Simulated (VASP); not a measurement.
# Ti (P2_13) in VASP: single point with PBE

Aim: the single point of Ti with PBE.

Everything below comes from runs of VASP 6.6.1. Logs are shortened: lines on timing, memory, paths and dates and some standing lists are left out, and cuts for length are marked.

### Step 1. The cell of the first run

The structure is cubic, space group P2_13 (No. 198). The conventional cell has a = 4.109 Å, b = 4.109 Å, c = 4.109 Å, α = 90.00°, β = 90.00°, γ = 90.00°. Ti (site symmetry 3) has 12 Ti at 2.75 to 3.09 Å within 3.6 Å.

### Step 2. Single point, PBE

Input file INCAR:

```
ALGO = Normal
EDIFF = 1E-6
ENCUT = 520
GGA = PE
ISIF = 2
ISMEAR = 0
LASPH = T
LCHARG = F
LREAL = F
LWAVE = F
NBANDS = 32
NELM = 60
PREC = Accurate
SIGMA = 0.1
```

Input file KPOINTS:

```
k-points
0
Gamma
  4 4 4
```

Input file POSCAR:

```
Ti
1.0
    4.1091489800      0.0000000000      0.0000000000
    0.0000000000      4.1091489800      0.0000000000
    0.0000000000      0.0000000000      4.1091489800
Ti
4
Direct
    0.0299999900      0.0299999900      0.0299999900
    0.4700000100      0.9700000100      0.5299999900
    0.5299999900      0.4700000100      0.9700000100
    0.9700000100      0.5299999900      0.4700000100
```

Potentials or basis: VASP PAW PBE potentials, release 64 (Ti_sv).

Command:

```bash
$ cat potpaw_PBE.64/Ti_sv/POTCAR > POTCAR
$ mpirun -np 1 vasp_std > vasp.out
```

OUTCAR:

```text
EDIFF = 1E-6
   ENCUT = 520
   GGA = PE
   ISIF = 2
   ISMEAR = 0
   LASPH = T
   LREAL = F
   NELM = 60
   PREC = Accurate

 ion  position               nearest neighbor table
   1  0.030  0.030  0.030-   2 2.75   3 2.75   4 2.75   2 2.75   4 2.75   3 2.75
   2  0.470  0.970  0.530-   1 2.75   3 2.75   4 2.75   1 2.75   3 2.75   4 2.75
   3  0.530  0.470  0.970-   1 2.75   2 2.75   4 2.75   4 2.75   2 2.75   1 2.75
   4  0.970  0.530  0.470-   1 2.75   2 2.75   3 2.75   3 2.75   1 2.75   2 2.75

  LATTYP: Found a simple cubic cell.
 ALAT       =     4.1091489800

  Lattice vectors:

 A1 = (   4.1091489800,   0.0000000000,   0.0000000000)
 A2 = (   0.0000000000,   4.1091489800,   0.0000000000)
 A3 = (   0.0000000000,   0.0000000000,   4.1091489800)

Analysis of symmetry for initial positions (statically):
=====================================================================
 Subroutine PRICEL returns:
 Original cell was already a primitive cell.

 Routine SETGRP: Setting up the symmetry group for a
 simple cubic supercell.

 Subroutine GETGRP returns: Found 12 space group operations
 (whereof  3 operations were pure point group operations)
 out of a pool of 48 trial point group operations.

The static configuration has the point symmetry C_3 .
 The point group associated with its full space group is T   .

Analysis of symmetry for dynamics (positions and initial velocities):
=====================================================================
 Subroutine PRICEL returns:
 Original cell was already a primitive cell.

 Routine SETGRP: Setting up the symmetry group for a
 simple cubic supercell.

 Subroutine GETGRP returns: Found 12 space group operations
 (whereof  3 operations were pure point group operations)
 out of a pool of 48 trial point group operations.

The dynamic configuration has the point symmetry C_3 .
 The point group associated with its full space group is T   .

 Subroutine INISYM returns: Found 12 space group operations
 (whereof  3 operations are pure point group operations),
 and found     1 'primitive' translations

----------------------------------------------------------------------------------------

                                     Primitive cell

  volume of cell :      69.3834

  direct lattice vectors                    reciprocal lattice vectors
     4.109148980  0.000000000  0.000000000     0.243359393  0.000000000  0.000000000
     0.000000000  4.109148980  0.000000000     0.000000000  0.243359393  0.000000000
     0.000000000  0.000000000  4.109148980     0.000000000  0.000000000  0.243359393

  length of vectors
     4.109148980  4.109148980  4.109148980     0.243359393  0.243359393  0.243359393

  position of ions in fractional coordinates (direct lattice)
     0.029999990  0.029999990  0.029999990
     0.470000010  0.970000010  0.529999990
     0.529999990  0.470000010  0.970000010
     0.970000010  0.529999990  0.470000010

  ion indices of the primitive-cell ions
   primitive index   ion index
                 1           1
                 2           2
                 3           3
                 4           4

----------------------------------------------------------------------------------------

 KPOINTS: k-points

Automatic generation of k-mesh.
 Grid dimensions read from file:
 generate k-points for:    4    4    4

 Generating k-lattice:

  Cartesian coordinates                     Fractional coordinates (reciprocal lattice)
     0.060839848  0.000000000  0.000000000     0.250000000  0.000000000  0.000000000
     0.000000000  0.060839848  0.000000000     0.000000000  0.250000000  0.000000000
     0.000000000  0.000000000  0.060839848     0.000000000  0.000000000  0.250000000

  Length of vectors
     0.060839848  0.060839848  0.060839848

  Shift w.r.t. Gamma in fractional coordinates (k-lattice)
     0.000000000  0.000000000  0.000000000

 Subroutine IBZKPT returns following result:
 ===========================================

 Found     11 irreducible k-points:

 Following reciprocal coordinates:
            Coordinates               Weight
  0.000000  0.000000  0.000000      1.000000
  0.250000  0.000000  0.000000      6.000000
  0.500000  0.000000  0.000000      3.000000
  0.250000  0.250000  0.000000     12.000000
  0.500000  0.250000  0.000000      6.000000
 -0.250000  0.500000  0.000000      6.000000
  0.500000  0.500000  0.000000      3.000000
  0.250000  0.250000  0.250000      8.000000
  0.500000  0.250000  0.250000     12.000000
  0.500000  0.500000  0.250000      6.000000
  0.500000  0.500000  0.500000      1.000000
   k-points           NKPTS =     11   k-points in BZ     NKDIM =     11   number of bands    NBANDS=     32
   number of dos      NEDOS =    301   number of ions     NIONS =      4
   total plane-waves  NPLWV =  32768
   dimension x,y,z NGX =    32 NGY =   32 NGZ =   32
   dimension x,y,z NGXF=    64 NGYF=   64 NGZF=   64
   ions per type =               4
   NGX,Y,Z   is equivalent  to a cutoff of  12.95, 12.95, 12.95 a.u.
   NGXF,Y,Z  is equivalent  to a cutoff of  25.89, 25.89, 25.89 a.u.
 SYSTEM =  unknown system
   PREC   = accura    normal or accurate (medium, high low for compatibility)
   ISTART =      0    job   : 0-new  1-cont  2-samecut
   ICHARG =      2    charge: 1-file 2-atom 10-const
   ISPIN  =      1    spin polarized calculation?
   LNONCOLLINEAR =      F non collinear calculations
   LSORBIT =      F    spin-orbit coupling
   LASPH  =      T    aspherical Exc in radial PAW
   ENCUT  =  520.0 eV  38.22 Ry    6.18 a.u.   7.64  7.64  7.64*2*pi/ulx,y,z
   NELM   =     60;   NELMIN=  2; NELMDL= -5     # of ELM steps
   EDIFF  = 0.1E-05   stopping-criterion for ELM
   LREAL  =      F    real-space projection
   EDIFFG = 0.1E-04   stopping-criterion for IOM
   NSW    =      0    number of steps for IOM
   IBRION =     -1    ionic relax: 0-MD 1-quasi-New 2-CG
   NFREE  =      0    steps in history (QN), initial steepest desc. (CG)
   ISIF   =      2    stress and relaxation
   ISYM   =      2    0-nonsym 1-usesym 2-fastsym
   POTIM  = 0.5000    time-step for ionic-motion
   TEBEG  =    0.0;   TEEND  =   0.0 temperature during run
   PSTRESS=    0.0 pullay stress
   NELECT =      48.0000    total number of electrons
   NUPDOWN=      -1.0000    fix difference up-down
   EMIN   =  10.00;   EMAX   =-10.00  energy-range for DOS
   EFERMI =   0.00;   METHOD = LEGACY
   ISMEAR =     0;   SIGMA  =   0.10  broadening in eV -4-tet -1-fermi 0-gaus
   EFERMI_NEDOS =   21; number of points for ismear=-14 and -15
   IALGO  =     38    algorithm
   IMIX   =      4    mixing-type and parameters
     AMIX     =   0.40;   BMIX     =  1.00
     AMIX_MAG =   1.60;   BMIX_MAG =  1.00
  volume/ion in A,a.u.               =      17.35       117.06
  Fermi-wavevector in a.u.,A,eV,Ry     =   1.447894  2.736122 28.523203  2.096396
  Thomas-Fermi vector in A             =   2.565797
   LORBIT       =      0    0 simple, 1 ext, 2 COOP (PROOUT), +10 PAW based schemes
   GGA     = PE    functional components
   LHFCALC =     F    Hartree Fock is set to
   AEXX    =    0.0000 exact exchange contribution
   IVDW    =     0    specifies the selected vdW correction
   LEPSILON=     F    determine dielectric tensor
   LRPA    =     F    only Hartree local field effects (RPA)
 non-spin polarized calculation
 Gauss-broadening in eV      SIGMA  =   0.10
  energy-cutoff  :      520.00
  volume of cell :       69.38
 maximum number of plane-waves:      1888
 NGX is ok and might be reduce to    32
   NGX = 15   NGY = 15   NGZ = 15

 number of electron      48.0000020 magnetization

 Free energy of the ion-electron system (eV)
  ---------------------------------------------------
  ext. energy  EPLUGINS =         0.00000000
  ---------------------------------------------------
  free energy    TOTEN  =       -30.59904380 eV

  energy without entropy =      -30.56093131  energy(sigma->0) =      -30.57998755

 E-fermi :   8.0764     XC(G=0): -11.4799

 val. band max:        8.0415523799   @ k =  -0.2500   0.5000   0.0000
 cond. band min:       8.1552629109   @ k =   0.2500   0.2500   0.0000
 fundamental gap:      0.1137105310
 Fermi energy:         8.0763756469

 k-point     1 :       0.0000    0.0000    0.0000
  band No.  band energies     occupation
      1     -48.4744      2.00000
      2     -48.2822      2.00000
      3     -48.2822      2.00000
      4     -48.2822      2.00000
      5     -24.9750      2.00000
      6     -24.9750      2.00000
[... 24 lines left out ...]
     31      10.6791      0.00000
     32      11.4000      0.00000

 k-point     2 :       0.2500    0.0000    0.0000
  band No.  band energies     occupation
      1     -48.4489      2.00000
      2     -48.3214      2.00000
      3     -48.2795      2.00000
      4     -48.2711      2.00000
      5     -24.9400      2.00000
      6     -24.9320      2.00000
[... 24 lines left out ...]
     31      10.7129      0.00000
     32      11.3561      0.00000

 k-point     3 :       0.5000    0.0000    0.0000
  band No.  band energies     occupation
      1     -48.3867      2.00000
      2     -48.3867      2.00000
      3     -48.2737      2.00000
      4     -48.2737      2.00000
      5     -24.8491      2.00000
      6     -24.8491      2.00000
[... 24 lines left out ...]
     31      10.2587      0.00000
     32      10.2587      0.00000

 k-point     4 :       0.2500    0.2500    0.0000
  band No.  band energies     occupation
      1     -48.4271      2.00000
      2     -48.3293      2.00000
      3     -48.2907      2.00000
      4     -48.2736      2.00000
      5     -24.9104      2.00000
      6     -24.8802      2.00000
[... 199 lines left out ...]
     31      10.0327      0.00000
     32      10.0327      0.00000

 k-point    10 :       0.5000    0.5000    0.2500
  band No.  band energies     occupation
      1     -48.3503      2.00000
      2     -48.3503      2.00000
      3     -48.3092      2.00000
      4     -48.3092      2.00000
      5     -24.9812      2.00000
      6     -24.9812      2.00000
[... 24 lines left out ...]
     31       9.5876      0.00000
     32       9.5876      0.00000

 k-point    11 :       0.5000    0.5000    0.5000
  band No.  band energies     occupation
      1     -48.3295      2.00000
      2     -48.3295      2.00000
      3     -48.3295      2.00000
      4     -48.3295      2.00000
      5     -25.0248      2.00000
      6     -25.0248      2.00000
[... 24 lines left out ...]
     31       9.3919      0.00000
     32       9.3919      0.00000

------------------------ aborting loop because EDIFF is reached ----------------------------------------

  FORCE on cell =-STRESS in cart. coord.  units (eV):
  Direction    XX          YY          ZZ          XY          YZ          ZX
  --------------------------------------------------------------------------------------
  -------------------------------------------------------------------------------------
  Total        0.7555849      0.7555849      0.7555849      0.0000000     -0.0000000      0.0000000
  in kB       17.4477001     17.4477001     17.4477001      0.0000000     -0.0000000      0.0000000
  external PRESSURE =      17.4477001 kB  Pullay stress =       0.0000000 kB

 VOLUME and BASIS-vectors are now :
 -----------------------------------------------------------------------------
  energy-cutoff  :      520.00
  volume of cell :       69.38
      direct lattice vectors                 reciprocal lattice vectors
     4.109148980  0.000000000  0.000000000     0.243359393  0.000000000  0.000000000
     0.000000000  4.109148980  0.000000000     0.000000000  0.243359393  0.000000000
     0.000000000  0.000000000  4.109148980     0.000000000  0.000000000  0.243359393

 POSITION                                       TOTAL-FORCE (eV/Angst)
 -----------------------------------------------------------------------------------
      0.12327      0.12327      0.12327        -0.842457     -0.842457     -0.842457
      1.93130      3.98587      2.17785         0.842457      0.842457     -0.842457
      2.17785      1.93130      3.98587        -0.842457      0.842457      0.842457
      3.98587      2.17785      1.93130         0.842457     -0.842457      0.842457
 -----------------------------------------------------------------------------------
    total drift:                                0.000000      0.000000     -0.000000

  FREE ENERGIE OF THE ION-ELECTRON SYSTEM (eV)
  ---------------------------------------------------
  free  energy   TOTEN  =       -30.5990437977 eV

  energy  without entropy=      -30.5609313068  energy(sigma->0) =      -30.57998755
```

Run time: 12 s. Hardware: 1 thread of Intel Xeon 6975P-C (Granite Rapids), shared host; peak memory 0.17 GiB.

Results:

| Item | Value |
| --- | --- |
| Free energy | -30.5990 eV |
| Pressure | 1.7 GPa |
| Largest force | 1.459 eV/Å |
| Band gap on the k mesh | zero (band 24 reaches 9.04 eV, above the bottom of band 25 at 8.01 eV) |

Forces in eV/Å, atoms in the order of the input:
```
Ti  -0.842 -0.842 -0.842
Ti   0.842  0.842 -0.842
Ti  -0.842  0.842  0.842
Ti   0.842 -0.842  0.842
```

Levels at points of the mesh, in eV from the Fermi level:
| k point | band 21 | band 22 | band 23 | band 24 | band 25 | band 26 | band 27 | band 28 |
| --- | --- | --- | --- | --- | --- | --- | --- | --- |
| (0.00, 0.00, 0.00) | -1.45 | -1.45 | -1.45 | 0.97 | 0.97 | 0.97 | 2.50 | 2.50 |
| (0.50, 0.00, 0.00) | -0.57 | -0.57 | -0.21 | -0.21 | -0.07 | -0.07 | 1.08 | 1.08 |
| (0.50, 0.50, 0.00) | -0.47 | -0.47 | -0.30 | -0.30 | 0.08 | 0.08 | 0.51 | 0.51 |
| (0.50, 0.50, 0.50) | 0.50 | 0.50 | 0.50 | 0.50 | 0.83 | 0.83 | 0.83 | 0.83 |

Caveat: the k points lie up to 0.38 Å⁻¹ apart; forces of over 1 eV/Å act on the atoms, so gaps and moduli don't describe the material at rest.
